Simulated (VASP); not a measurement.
# NiO (Fm-3m) in VASP: further runs

NiO is run at these levels: PBEsol+U; tasks: single point.

Program: VASP 6.6.1. These are calculated values, not measurements. Logs are shortened: lines on timing, memory, paths and dates and some standing lists are left out, and cuts for length are marked.

### 1 The cell of the first run

Symmetry: Fm-3m, No. 225, cubic system. The conventional cell has a = 4.183 Å, b = 4.183 Å, c = 4.183 Å, α = 90.00°, β = 90.00°, γ = 90.00°. Ni (site symmetry m-3m) has 6 O at 2.09 Å within 2.8 Å. O (site symmetry m-3m) has 6 Ni at 2.09 Å within 2.8 Å.

### 2 Single point, PBEsol+U, collinear spin, zero start

Contents of INCAR:

```
ALGO = Normal
EDIFF = 1E-6
ENCUT = 1340
GGA = PS
GGA_COMPAT = False
ISIF = 2
ISMEAR = 0
ISPIN = 2
LASPH = True
LCHARG = False
LDAU = True
LDAUJ = 0 0
LDAUL = 2 -1
LDAUPRINT = 1
LDAUTYPE = 2
LDAUU = 4 0
LMAXMIX = 4
LORBIT = 11
LREAL = False
LWAVE = False
MAGMOM = 0 0
NBANDS = 23
NELM = 200
NUPDOWN = 0.0
PREC = Accurate
SIGMA = 0.05
```

Contents of KPOINTS:

```
k-points
0
Gamma
  8 8 8
```

Contents of POSCAR:

```
NiO
1.0
    0.0000000000      2.0913095100      2.0913095100
    2.0913095100      0.0000000000      2.0913095100
    2.0913095100      2.0913095100      0.0000000000
Ni O
1 1
Direct
    0.0000000000      0.0000000000      0.0000000000
    0.5000000000      0.5000000000      0.5000000000
```

Potentials or basis: VASP PAW PBE potentials, release 64 (Ni_sv_GW, O_h).

The run is started by

```console
> cat potpaw_PBE.64/Ni_sv_GW/POTCAR potpaw_PBE.64/O_h/POTCAR > POTCAR
> mpirun -np 1 vasp_std > vasp.out
```

OUTCAR:

```text
EDIFF = 1E-6
   ENCUT = 1340
   GGA = PS
   ISIF = 2
   ISMEAR = 0
   ISPIN = 2
   LASPH = True
   LORBIT = 11
   LREAL = False
   NELM = 200
   NUPDOWN = 0.0
   PREC = Accurate

 ion  position               nearest neighbor table
   1  0.000  0.000  0.000-   2 2.09   2 2.09   2 2.09   2 2.09   2 2.09   2 2.09
   2  0.500  0.500  0.500-   1 2.09   1 2.09   1 2.09   1 2.09   1 2.09   1 2.09

  LATTYP: Found a face centered cubic cell.
 ALAT       =     4.1826190200

  Lattice vectors:

 A1 = (   0.0000000000,   2.0913095100,   2.0913095100)
 A2 = (   2.0913095100,   0.0000000000,   2.0913095100)
 A3 = (   2.0913095100,   2.0913095100,   0.0000000000)

Analysis of symmetry for initial positions (statically):
=====================================================================
 Subroutine PRICEL returns:
 Original cell was already a primitive cell.

 Routine SETGRP: Setting up the symmetry group for a
 face centered cubic supercell.

 Subroutine GETGRP returns: Found 48 space group operations
 (whereof 48 operations were pure point group operations)
 out of a pool of 48 trial point group operations.

The static configuration has the point symmetry O_h .

Analysis of symmetry for dynamics (positions and initial velocities):
=====================================================================
 Subroutine PRICEL returns:
 Original cell was already a primitive cell.

 Routine SETGRP: Setting up the symmetry group for a
 face centered cubic supercell.

 Subroutine GETGRP returns: Found 48 space group operations
 (whereof 48 operations were pure point group operations)
 out of a pool of 48 trial point group operations.

The dynamic configuration has the point symmetry O_h .

Analysis of structural, dynamic, and magnetic symmetry:
=====================================================================
 Subroutine PRICEL returns:
 Original cell was already a primitive cell.

 Routine SETGRP: Setting up the symmetry group for a
 face centered cubic supercell.

 Subroutine GETGRP returns: Found 48 space group operations
 (whereof 48 operations were pure point group operations)
 out of a pool of 48 trial point group operations.

The overall configuration has the point symmetry O_h .

 Subroutine INISYM returns: Found 48 space group operations
 (whereof 48 operations are pure point group operations),
 and found     1 'primitive' translations

----------------------------------------------------------------------------------------

                                     Primitive cell

  volume of cell :      18.2930

  direct lattice vectors                    reciprocal lattice vectors
     0.000000000  2.091309510  2.091309510    -0.239084649  0.239084649  0.239084649
     2.091309510  0.000000000  2.091309510     0.239084649 -0.239084649  0.239084649
     2.091309510  2.091309510  0.000000000     0.239084649  0.239084649 -0.239084649

  length of vectors
     2.957558272  2.957558272  2.957558272     0.414106759  0.414106759  0.414106759

  position of ions in fractional coordinates (direct lattice)
     0.000000000  0.000000000  0.000000000
     0.500000000  0.500000000  0.500000000

  ion indices of the primitive-cell ions
   primitive index   ion index
                 1           1
                 2           2

----------------------------------------------------------------------------------------
[... 64 lines left out ...]
   ISPIN  =      2    spin polarized calculation?
   LNONCOLLINEAR =      F non collinear calculations
   LSORBIT =      F    spin-orbit coupling
   LASPH  =      T    aspherical Exc in radial PAW
   ENCUT  = 1340.0 eV  98.49 Ry    9.92 a.u.   8.83  8.83  8.83*2*pi/ulx,y,z
   NELM   =    200;   NELMIN=  2; NELMDL= -5     # of ELM steps
   EDIFF  = 0.1E-05   stopping-criterion for ELM
   LREAL  =      F    real-space projection
   EDIFFG = 0.1E-04   stopping-criterion for IOM
   NSW    =      0    number of steps for IOM
   IBRION =     -1    ionic relax: 0-MD 1-quasi-New 2-CG
   NFREE  =      0    steps in history (QN), initial steepest desc. (CG)
   ISIF   =      2    stress and relaxation
   ISYM   =      2    0-nonsym 1-usesym 2-fastsym
   POTIM  = 0.5000    time-step for ionic-motion
   TEBEG  =    0.0;   TEEND  =   0.0 temperature during run
   PSTRESS=    0.0 pullay stress
   NELECT =      24.0000    total number of electrons
   NUPDOWN=       0.0000    fix difference up-down
   EMIN   =  10.00;   EMAX   =-10.00  energy-range for DOS
   EFERMI =   0.00;   METHOD = LEGACY
   ISMEAR =     0;   SIGMA  =   0.05  broadening in eV -4-tet -1-fermi 0-gaus
   EFERMI_NEDOS =   21; number of points for ismear=-14 and -15
   IALGO  =     38    algorithm
   IMIX   =      4    mixing-type and parameters
     AMIX     =   0.40;   BMIX     =  1.00
     AMIX_MAG =   1.60;   BMIX_MAG =  1.00
  volume/ion in A,a.u.               =       9.15        61.72
  Fermi-wavevector in a.u.,A,eV,Ry     =   1.792188  3.386745 43.701074  3.211938
  Thomas-Fermi vector in A             =   2.854603
   LORBIT       =     11    0 simple, 1 ext, 2 COOP (PROOUT), +10 PAW based schemes
 LDA+U is selected, type is set to LDAUTYPE =  2
   angular momentum for each species LDAUL =     2   -1
   U (eV)           for each species LDAUU =   4.0  0.0
   J (eV)           for each species LDAUJ =   0.0  0.0
   GGA     = PS    functional components
   LHFCALC =     F    Hartree Fock is set to
   AEXX    =    0.0000 exact exchange contribution
   IVDW    =     0    specifies the selected vdW correction
   LEPSILON=     F    determine dielectric tensor
   LRPA    =     F    only Hartree local field effects (RPA)
 spin polarized calculation
 Gauss-broadening in eV      SIGMA  =   0.05
  energy-cutoff  :     1340.00
  volume of cell :       18.29
 maximum number of plane-waves:      2085
   NGX = 17   NGY = 17   NGZ = 17

 number of electron      23.9999997 magnetization       0.0000000

atom =   1  type =  1  l = 2

 onsite density matrix

spin component  1

  0.9178 -0.0000 -0.0000  0.0000 -0.0000
 -0.0000  0.9178  0.0000  0.0000  0.0000
 -0.0000  0.0000  0.6033  0.0000 -0.0000
  0.0000  0.0000  0.0000  0.9178  0.0000
 -0.0000  0.0000 -0.0000  0.0000  0.6033

spin component  2

  0.9178 -0.0000 -0.0000  0.0000 -0.0000
 -0.0000  0.9178  0.0000  0.0000  0.0000
 -0.0000  0.0000  0.6033  0.0000 -0.0000
  0.0000  0.0000  0.0000  0.9178  0.0000
 -0.0000  0.0000 -0.0000  0.0000  0.6033

 occupancies and eigenvectors

  o =  0.6033  v =  0.0000  0.0000  0.0000  0.0000  0.0000  0.0000 -0.0000 -0.9994 -0.0000  0.0345      0.0000  0.0000  0.0000  0.0000  0.0000  0.0000  0.0000  0.0000  0.0000  0.0000
  o =  0.6033  v =  0.0000  0.0000  0.0000  0.0000  0.0000  0.0000 -0.0000  0.0345 -0.0000  0.9994      0.0000  0.0000  0.0000  0.0000  0.0000  0.0000  0.0000  0.0000  0.0000  0.0000
  o =  0.6033  v =  0.0000  0.0000 -0.0015  0.0000  1.0000  0.0000  0.0000  0.0000  0.0000  0.0000      0.0000  0.0000  0.0000  0.0000  0.0000  0.0000  0.0000  0.0000  0.0000  0.0000
  o =  0.6033  v =  0.0000  0.0000 -1.0000  0.0000 -0.0015  0.0000  0.0000  0.0000  0.0000  0.0000      0.0000  0.0000  0.0000  0.0000  0.0000  0.0000  0.0000  0.0000  0.0000  0.0000
  o =  0.9178  v =  0.0000  0.0000  0.0000  0.0000  0.0000  0.0000  0.9999 -0.0000  0.0110  0.0000      0.0000  0.0000  0.0000  0.0000  0.0000  0.0000  0.0000  0.0000  0.0000  0.0000
  o =  0.9178  v =  0.0000  0.0000  0.0000  0.0000  0.0000  0.0000 -0.0110 -0.0000  0.9999  0.0000      0.0000  0.0000  0.0000  0.0000  0.0000  0.0000  0.0000  0.0000  0.0000  0.0000
  o =  0.9178  v =  0.0000  0.0000  0.0000  0.0000  0.0000  1.0000  0.0000  0.0000  0.0000  0.0000      0.0000  0.0000  0.0000  0.0000  0.0000  0.0000  0.0000  0.0000  0.0000  0.0000
  o =  0.9178  v =  0.0000 -0.2839 -0.0000 -0.9589  0.0000  0.0000  0.0000  0.0000  0.0000  0.0000      0.0000  0.0000  0.0000  0.0000  0.0000  0.0000  0.0000  0.0000  0.0000  0.0000
  o =  0.9178  v =  1.0000  0.0000  0.0000  0.0000  0.0000  0.0000  0.0000  0.0000  0.0000  0.0000      0.0000  0.0000  0.0000  0.0000  0.0000  0.0000  0.0000  0.0000  0.0000  0.0000
  o =  0.9178  v =  0.0000  0.9589  0.0000 -0.2839 -0.0000  0.0000  0.0000  0.0000  0.0000  0.0000      0.0000  0.0000  0.0000  0.0000  0.0000  0.0000  0.0000  0.0000  0.0000  0.0000

 number of electron      23.9999997 magnetization      -0.0000000

 Free energy of the ion-electron system (eV)
  ---------------------------------------------------
  ext. energy  EPLUGINS =         0.00000000
  ---------------------------------------------------
  free energy    TOTEN  =       -10.37369926 eV

  energy without entropy =      -10.36868791  energy(sigma->0) =      -10.37119358

 E-fermi :   7.1751     XC(G=0): -13.2683

 val. band max:        7.1056859966   @ k =   0.3750   0.2500   0.0000
 cond. band min:       7.1800789685   @ k =  -0.3750   0.3750   0.0000
 fundamental gap:      0.0743929719
 Fermi energy:         7.1750879796

 spin component 1

 k-point     1 :       0.0000    0.0000    0.0000
  band No.  band energies     occupation
      1     -95.1126      1.00000
      2     -55.6782      1.00000
      3     -55.6782      1.00000
      4     -55.6782      1.00000
      5     -13.2535      1.00000
      6       3.9927      1.00000
[... 1241 lines left out ...]
     22      37.4463      0.00000
     23      38.1719      0.00000

 [... further k-points ...]
[... 5 lines left out ...]
  --------------------------------------------------------------------------------------
  -------------------------------------------------------------------------------------
  Total       -1.4872946     -1.4872946     -1.4872946      0.0000000      0.0000000      0.0000000
  in kB     -130.2634753   -130.2634753   -130.2634753      0.0000000      0.0000000      0.0000000
  external PRESSURE =    -130.2634753 kB  Pullay stress =       0.0000000 kB

 VOLUME and BASIS-vectors are now :
 -----------------------------------------------------------------------------
  energy-cutoff  :     1340.00
  volume of cell :       18.29
      direct lattice vectors                 reciprocal lattice vectors
     0.000000000  2.091309510  2.091309510    -0.239084649  0.239084649  0.239084649
     2.091309510  0.000000000  2.091309510     0.239084649 -0.239084649  0.239084649
     2.091309510  2.091309510  0.000000000     0.239084649  0.239084649 -0.239084649

 POSITION                                       TOTAL-FORCE (eV/Angst)
 -----------------------------------------------------------------------------------
      0.00000      0.00000      0.00000        -0.000000      0.000000     -0.000000
      2.09131      2.09131      2.09131         0.000000     -0.000000      0.000000
 -----------------------------------------------------------------------------------
    total drift:                                0.000000      0.000000      0.000000

  FREE ENERGIE OF THE ION-ELECTRON SYSTEM (eV)
  ---------------------------------------------------
  free  energy   TOTEN  =       -10.3736992557 eV

  energy  without entropy=      -10.3686879125  energy(sigma->0) =      -10.37119358

 total charge

# of ion       s       p       d       f       tot
--------------------------------------------------
    1        2.145   6.197   7.891   0.009  16.243
    2        1.056   2.241   0.000   0.000   3.297
--------------------------------------------------
tot          3.201   8.438   7.891   0.009  19.539

 magnetization (x)

# of ion       s       p       d       f       tot
--------------------------------------------------
    1        0.000  -0.000   0.000   0.000   0.000
    2        0.000  -0.000   0.000   0.000  -0.000
--------------------------------------------------
tot          0.000  -0.000   0.000   0.000   0.000
```

Wall time 42 s (1 thread of Intel Xeon 6975P-C (Granite Rapids), shared host); peak memory 0.3 GiB.

Results:

| Item | Value |
| --- | --- |
| Free energy | -10.3737 eV |
| Pressure | -13.0 GPa |
| Net moment | 0.00 μB per cell |
| Valence electrons inside the program's atomic spheres | Ni 16.24; O 3.30 |

Eigenvalues of the final occupation matrices:
| site | spin | trace | eigenvalues |
| --- | --- | --- | --- |
| site 1 d | 1 | 3.96 | 0.60 0.60 0.92 0.92 0.92 |
| site 1 d | 2 | 3.96 | 0.60 0.60 0.92 0.92 0.92 |

Caveat: the cell stands under tension; the PAW data sets were made with another functional, which shifts forces and pressure a little; the total moment is fixed, so each spin has its own Fermi level.

### 3 Single point, PBEsol+U, collinear spin, ferromagnetic start

Contents of INCAR:

```
ALGO = Normal ; EDIFF = 1E-6
ENCUT = 1340 ; GGA = PS
GGA_COMPAT = F ; ISIF = 2
ISMEAR = 0 ; ISPIN = 2
LASPH = T ; LCHARG = F
LDAU = T ; LDAUJ = 0 0
LDAUL = 2 -1 ; LDAUPRINT = 1
LDAUTYPE = 2 ; LDAUU = 4 0
LMAXMIX = 4 ; LORBIT = 11
LREAL = F ; LWAVE = F
MAGMOM = 1.83 0.29 ; NBANDS = 23
NELM = 200 ; NUPDOWN = 2.0
PREC = Accurate ; SIGMA = 0.05
```

KPOINTS is that of step 2.

POSCAR is that of step 2.

Potentials or basis: VASP PAW PBE potentials, release 64 (Ni_sv_GW, O_h).

The run is started by

```console
> cat potpaw_PBE.64/Ni_sv_GW/POTCAR potpaw_PBE.64/O_h/POTCAR > POTCAR
> mpirun -np 1 vasp_std > vasp.out
```

Run time: 71 s. Hardware: 1 thread of Intel Xeon 6975P-C (Granite Rapids), shared host; peak memory 0.3 GiB.

It converged, with:

```yaml
Free_energy: -11.7115 eV
Pressure: -1.2 GPa
Net_moment: 2.00 μB per cell
Site_moments: Ni +1.73; O +0.18 μB
Valence_electrons_inside_the_program's_atomic_spheres: Ni 16.12; O 3.34
```

Eigenvalues of the final occupation matrices:
| site | spin | trace | eigenvalues |
| --- | --- | --- | --- |
| site 1 d | 1 | 4.73 | 0.93 0.93 0.93 0.97 0.97 |
| site 1 d | 2 | 3.02 | 0.13 0.13 0.92 0.92 0.92 |

Caveat: the PAW data sets were made with another functional, which shifts forces and pressure a little; the total moment is fixed, so each spin has its own Fermi level and the state may be an excited one; a cell with one magnetic atom can't hold antiferromagnetic order, which such compounds often take. The state reached can hang on the start; a lower one may exist.

(Continued in part 2 of 2.)
